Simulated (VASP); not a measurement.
# FeO in VASP: a series of runs, part 3 of 3

VASP 6.6.1. Earlier steps stand in the parts before.

### 6 Single point, SVWN5, collinear spin, ferromagnetic start

This run uses another cell than the first one, of 9.13 Å³/atom.

Input file INCAR:

```
SYSTEM = FeO
PREC     = Accurate       ! precision mode
ENCUT    = 520            ! plane-wave cutoff, eV
EDIFF    = 1E-7           ! SCF threshold, eV
ISMEAR   = 1              ! smearing method
SIGMA    = 0.01           ! smearing width, eV
LREAL    = .FALSE.        ! projectors in reciprocal space
LASPH    = .TRUE.         ! aspherical terms in the spheres
NELM     = 150            ! most SCF steps
ALGO     = Normal         ! electronic algorithm
ISIF     = 2              ! what is computed and relaxed
LWAVE    = .FALSE.        ! write WAVECAR
LCHARG   = .FALSE.        ! write CHGCAR
ISPIN    = 2              ! spin polarisation
MAGMOM   = 3 0            ! initial moments
LORBIT   = 11             ! projections on sites
LMAXMIX  = 4              ! l up to which the mixer works
GGA      = VW             ! functional
NBANDS   = 18             ! bands
```

Input file KPOINTS:

```
Automatic mesh
0
G
  11 11 11
  0 0 0
```

Input file POSCAR:

```
FeO
1.0
    0.0000000000      2.0901500405      2.0901500405
    2.0901500405      0.0000000000      2.0901500405
    2.0901500405      2.0901500405      0.0000000000
Fe O
1 1
Direct
    0.0000000000      0.0000000000      0.0000000000
    0.5000000000      0.5000000000      0.5000000000
```

Potentials or basis: VASP PAW PBE potentials, release 64 (Fe, O).

Command:

```console
$ cat potpaw_PBE.64/Fe/POTCAR potpaw_PBE.64/O/POTCAR > POTCAR
$ mpirun -np 1 vasp_std > vasp.out
```

OUTCAR:

```text
SYSTEM = FeO
   PREC = Accurate
   ENCUT = 520
   EDIFF = 1E-7
   ISMEAR = 1
   LREAL = .FALSE.
   LASPH = .TRUE.
   NELM = 150
   ISIF = 2
   ISPIN = 2
   LORBIT = 11
   GGA = VW

 ion  position               nearest neighbor table
   1  0.000  0.000  0.000-   2 2.09   2 2.09   2 2.09   2 2.09   2 2.09   2 2.09
   2  0.500  0.500  0.500-   1 2.09   1 2.09   1 2.09   1 2.09   1 2.09   1 2.09

  LATTYP: Found a face centered cubic cell.
 ALAT       =     4.1803000810

  Lattice vectors:

 A1 = (   0.0000000000,   2.0901500405,   2.0901500405)
 A2 = (   2.0901500405,   0.0000000000,   2.0901500405)
 A3 = (   2.0901500405,   2.0901500405,   0.0000000000)

Analysis of symmetry for initial positions (statically):
=====================================================================
 Subroutine PRICEL returns:
 Original cell was already a primitive cell.

 Routine SETGRP: Setting up the symmetry group for a
 face centered cubic supercell.

 Subroutine GETGRP returns: Found 48 space group operations
 (whereof 48 operations were pure point group operations)
 out of a pool of 48 trial point group operations.

The static configuration has the point symmetry O_h .

Analysis of symmetry for dynamics (positions and initial velocities):
=====================================================================
 Subroutine PRICEL returns:
 Original cell was already a primitive cell.

 Routine SETGRP: Setting up the symmetry group for a
 face centered cubic supercell.

 Subroutine GETGRP returns: Found 48 space group operations
 (whereof 48 operations were pure point group operations)
 out of a pool of 48 trial point group operations.

The dynamic configuration has the point symmetry O_h .

Analysis of structural, dynamic, and magnetic symmetry:
=====================================================================
 Subroutine PRICEL returns:
 Original cell was already a primitive cell.

 Routine SETGRP: Setting up the symmetry group for a
 face centered cubic supercell.

 Subroutine GETGRP returns: Found 48 space group operations
 (whereof 48 operations were pure point group operations)
 out of a pool of 48 trial point group operations.

The overall configuration has the point symmetry O_h .

 Subroutine INISYM returns: Found 48 space group operations
 (whereof 48 operations are pure point group operations),
 and found     1 'primitive' translations

----------------------------------------------------------------------------------------

                                     Primitive cell

  volume of cell :      18.2626

  direct lattice vectors                    reciprocal lattice vectors
     0.000000000  2.090150041  2.090150041    -0.239217276  0.239217276  0.239217276
     2.090150041  0.000000000  2.090150041     0.239217276 -0.239217276  0.239217276
     2.090150041  2.090150041  0.000000000     0.239217276  0.239217276 -0.239217276

  length of vectors
     2.955918535  2.955918535  2.955918535     0.414336477  0.414336477  0.414336477

  position of ions in fractional coordinates (direct lattice)
     0.000000000  0.000000000  0.000000000
     0.500000000  0.500000000  0.500000000

  ion indices of the primitive-cell ions
   primitive index   ion index
                 1           1
                 2           2

----------------------------------------------------------------------------------------

 KPOINTS: Automatic mesh

Automatic generation of k-mesh.
 Grid dimensions read from file:
 generate k-points for:   11   11   11

[... 56 lines left out ...]
   ICHARG =      2    charge: 1-file 2-atom 10-const
   ISPIN  =      2    spin polarized calculation?
   LNONCOLLINEAR =      F non collinear calculations
   LSORBIT =      F    spin-orbit coupling
   LASPH  =      T    aspherical Exc in radial PAW
   ENCUT  =  520.0 eV  38.22 Ry    6.18 a.u.   5.50  5.50  5.50*2*pi/ulx,y,z
   NELM   =    150;   NELMIN=  2; NELMDL= -5     # of ELM steps
   EDIFF  = 0.1E-06   stopping-criterion for ELM
   LREAL  =      F    real-space projection
   EDIFFG = 0.1E-05   stopping-criterion for IOM
   NSW    =      0    number of steps for IOM
   IBRION =     -1    ionic relax: 0-MD 1-quasi-New 2-CG
   NFREE  =      0    steps in history (QN), initial steepest desc. (CG)
   ISIF   =      2    stress and relaxation
   ISYM   =      2    0-nonsym 1-usesym 2-fastsym
   POTIM  = 0.5000    time-step for ionic-motion
   TEBEG  =    0.0;   TEEND  =   0.0 temperature during run
   PSTRESS=    0.0 pullay stress
   NELECT =      14.0000    total number of electrons
   NUPDOWN=      -1.0000    fix difference up-down
   EMIN   =  10.00;   EMAX   =-10.00  energy-range for DOS
   EFERMI =   0.00;   METHOD = LEGACY
   ISMEAR =     1;   SIGMA  =   0.01  broadening in eV -4-tet -1-fermi 0-gaus
   EFERMI_NEDOS =   21; number of points for ismear=-14 and -15
   IALGO  =     38    algorithm
   IMIX   =      4    mixing-type and parameters
     AMIX     =   0.40;   BMIX     =  1.00
     AMIX_MAG =   1.60;   BMIX_MAG =  1.00
  volume/ion in A,a.u.               =       9.13        61.62
  Fermi-wavevector in a.u.,A,eV,Ry     =   1.498293  2.831363 30.543468  2.244882
  Thomas-Fermi vector in A             =   2.610071
   LORBIT       =     11    0 simple, 1 ext, 2 COOP (PROOUT), +10 PAW based schemes
   GGA     = VW    functional components
   LHFCALC =     F    Hartree Fock is set to
   AEXX    =    0.0000 exact exchange contribution
   IVDW    =     0    specifies the selected vdW correction
   LEPSILON=     F    determine dielectric tensor
   LRPA    =     F    only Hartree local field effects (RPA)
 spin polarized calculation
 Methfessel and Paxton  Order N= 1 SIGMA  =   0.01
  energy-cutoff  :      520.00
  volume of cell :       18.26
 maximum number of plane-waves:       531
 NGX is ok and might be reduce to    24
   NGX = 11   NGY = 11   NGZ = 11

 number of electron      14.0000006 magnetization       3.1954143

 Free energy of the ion-electron system (eV)
  ---------------------------------------------------
  ext. energy  EPLUGINS =         0.00000000
  ---------------------------------------------------
  free energy    TOTEN  =         8.04986342 eV

  energy without entropy =        8.04986994  energy(sigma->0) =        8.04986559

 E-fermi :   6.5598     XC(G=0): -13.1529

 val. band max:        6.5571653549   @ k =  -0.3636   0.0909   0.0000
 cond. band min:       6.5945031036   @ k =  -0.3636   0.1818   0.0000
 fundamental gap:      0.0373377487
 Fermi energy:         6.5597835455

 spin component 1

 k-point     1 :       0.0000    0.0000    0.0000
  band No.  band energies     occupation
      1     -14.6481      1.00000
      2       2.4171      1.00000
      3       2.4171      1.00000
      4       2.4171      1.00000
      5       3.5430      1.00000
      6       3.5430      1.00000
[... 493 lines left out ...]
     17      34.8352      0.00000
     18      36.5544      0.00000

 [... further k-points ...]

 spin component 2

 k-point     1 :       0.0000    0.0000    0.0000
  band No.  band energies     occupation
      1     -14.2521      1.00000
      2       2.8231      1.00000
      3       2.8231      1.00000
      4       2.8231      1.00000
      5       5.4908      1.00000
      6       5.4908      1.00000
[... 493 lines left out ...]
     17      35.4834      0.00000
     18      37.2483      0.00000

 [... further k-points ...]
[... 5 lines left out ...]
  --------------------------------------------------------------------------------------
  -------------------------------------------------------------------------------------
  Total       -1.0426282     -1.0426282     -1.0426282     -0.0000000     -0.0000000      0.0000000
  in kB      -91.4697884    -91.4697884    -91.4697884     -0.0000000     -0.0000000      0.0000000
  external PRESSURE =     -91.4697884 kB  Pullay stress =       0.0000000 kB

 VOLUME and BASIS-vectors are now :
 -----------------------------------------------------------------------------
  energy-cutoff  :      520.00
  volume of cell :       18.26
      direct lattice vectors                 reciprocal lattice vectors
     0.000000000  2.090150041  2.090150041    -0.239217276  0.239217276  0.239217276
     2.090150041  0.000000000  2.090150041     0.239217276 -0.239217276  0.239217276
     2.090150041  2.090150041  0.000000000     0.239217276  0.239217276 -0.239217276

 POSITION                                       TOTAL-FORCE (eV/Angst)
 -----------------------------------------------------------------------------------
      0.00000      0.00000      0.00000        -0.000000     -0.000000     -0.000000
      2.09015      2.09015      2.09015         0.000000      0.000000      0.000000
 -----------------------------------------------------------------------------------
    total drift:                                0.000000     -0.000000     -0.000000

  FREE ENERGIE OF THE ION-ELECTRON SYSTEM (eV)
  ---------------------------------------------------
  free  energy   TOTEN  =         8.0498634215 eV

  energy  without entropy=        8.0498699405  energy(sigma->0) =        8.04986559

 total charge

# of ion       s       p       d       tot
------------------------------------------
    1        0.312   0.416   6.265   6.994
    2        1.549   3.415   0.000   4.964
--------------------------------------------------
tot          1.861   3.831   6.265  11.958

 magnetization (x)

# of ion       s       p       d       tot
------------------------------------------
    1        0.025   0.020   2.885   2.930
    2        0.031   0.160   0.000   0.191
--------------------------------------------------
tot          0.056   0.181   2.885   3.122
```

It took 73 s on 1 thread of Intel Xeon 8259CL, shared host; peak memory 0.16 GiB.

Results:

```yaml
Free_energy: 8.0499 eV
Pressure: -9.1 GPa
Net_moment: 3.20 μB per cell
Site_moments: Fe +2.93; O +0.19 μB
Valence_electrons_inside_the_program's_atomic_spheres: Fe 6.99; O 4.96
```

Caveat: the cell stands under tension; the PAW data sets were made with another functional, which shifts forces and pressure a little; a cell with one magnetic atom can't hold antiferromagnetic order, which such compounds often take; semilocal functionals often make such compounds metallic where correlation or magnetic order opens a gap, which also shifts bond lengths.

### 7 Summary

| level | potentials or basis | cell | k mesh | cutoff (eV) | smearing | dipole correction | grid for exact exchange (PRECFOCK) | share of exact exchange | screening parameter | gap on the mesh (eV) | pressure (GPa) | moment (μB) |
| --- | --- | --- | --- | --- | --- | --- | --- | --- | --- | --- | --- | --- |
| PBEsol | VASP PAW PBE potentials, release 64 (Fe_sv, O) | a = 3.110, b = 3.110, c = 3.170 Å, angles 59.4, 59.4, 61.3°, 2 atoms, atomic positions A | 9 × 9 × 9 | 600 | fermi-dirac 0.05 eV | no | - | - | - | none | -21.2 | 4.00 |
| HSE06 | VASP PAW PBE potentials, release 64 (Fe, O) | a = 3.088 Å, angles 60.0°, 2 atoms, atomic positions A | 6 × 6 × 6 | 520 | fermi-dirac 0.05 eV | no | Normal | 0.25 | 0.2079 1/Å | none | -13.3 | 4.01 |
| PBEsol | VASP PAW PBE potentials, release 64 (Fe, O) | a = 3.048 Å, angles 60.0°, 2 atoms, atomic positions A | 11 × 11 × 11 | 520 | gaussian 0.05 eV | no | - | - | - | none | -8.4 | 4.00 |
| PBE | VASP PAW PBE potentials, release 64 (Fe, O) | a = 3.048 Å, angles 60.0°, 2 atoms, atomic positions B | 9 × 9 × 9 | 450 | gaussian 0.02 eV | - | - | - | - | none | - | 4.00 |
| SVWN5 | VASP PAW PBE potentials, release 64 (Fe, O) | a = 2.956 Å, angles 60.0°, 2 atoms, atomic positions A | 11 × 11 × 11 | 520 | methfessel-paxton 0.01 eV | no | - | - | - | none | -9.1 | 3.20 |

Alike in all rows: task single point; spin collinear, ferromagnetic start.

Caveats: some runs use coarse meshes; a cell with one magnetic atom can't hold antiferromagnetic order, which such compounds often take; the PAW data sets were made with another functional, which shifts forces and pressure a little (at least some runs); semilocal functionals often make such compounds metallic where correlation or magnetic order opens a gap, which also shifts bond lengths (at least some runs); the cell stands under tension (at least some runs); the cutoff is under 1.25 times the usual one of these potentials, so pressure, stress and relaxed cells hold a basis-set (Pulay) error (at least some runs).

Absolute energies hang on the potentials; compare differences alone.
